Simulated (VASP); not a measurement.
SnO2, 9 atoms in the cell. It takes space group C2/m (No. 12, monoclinic). The conventional cell has a = 5.607 Å, b = 3.237 Å, c = 13.519 Å, α = 90.00°, β = 101.97°, γ = 90.00°. Within 2.8 Å of Sn (site symmetry 2/m) lie 6 O at 2.12 Å. Within 2.8 Å of Sn (site symmetry m) lie 6 O at 2.12 Å. Within 2.8 Å of O (site symmetry m) lie 3 Sn at 2.12 Å and 3 O at 2.72 Å. Within 2.8 Å of O (site symmetry m) lie 3 Sn at 2.12 Å and 3 O at 2.72 Å. Within 2.8 Å of O (site symmetry m) lie 3 Sn at 2.12 Å and 3 O at 2.72 Å. 

```yaml
Program: VASP 6.6.1
Task: single point
Functional: PBE
Dispersion: D3(BJ)
Potentials_or_basis: VASP PAW PBE potentials, release 64 (Sn_d, O)
Cutoff: 520 eV
k_mesh: 9 × 9 × 2
Occupations: gaussian, width 0.05 eV
Spin: no spin polarisation
Dipole_correction: no
Further_INCAR_settings: ALGO = Normal; EDIFF = 1e-07; NBANDS = 49
```

Potentials or basis: VASP PAW PBE potentials, release 64 (Sn_d, O).

Run with:

```console
$ cat potpaw_PBE.64/Sn_d/POTCAR potpaw_PBE.64/O/POTCAR > POTCAR
$ mpirun -np 1 vasp_std > vasp.out
```

Hardware: 1 thread of Intel(R) Xeon(R) Platinum 8124M CPU @ 3.00GHz (Skylake/Cascade Lake) (shared host).

How long does it take, and how much memory?

Run time: 4.4 min on 1 thread of Intel(R) Xeon(R) Platinum 8124M CPU @ 3.00GHz (Skylake/Cascade Lake), with other jobs on the host, peak memory 0.38 GiB. Counts: scf iterations 16, k points 50.
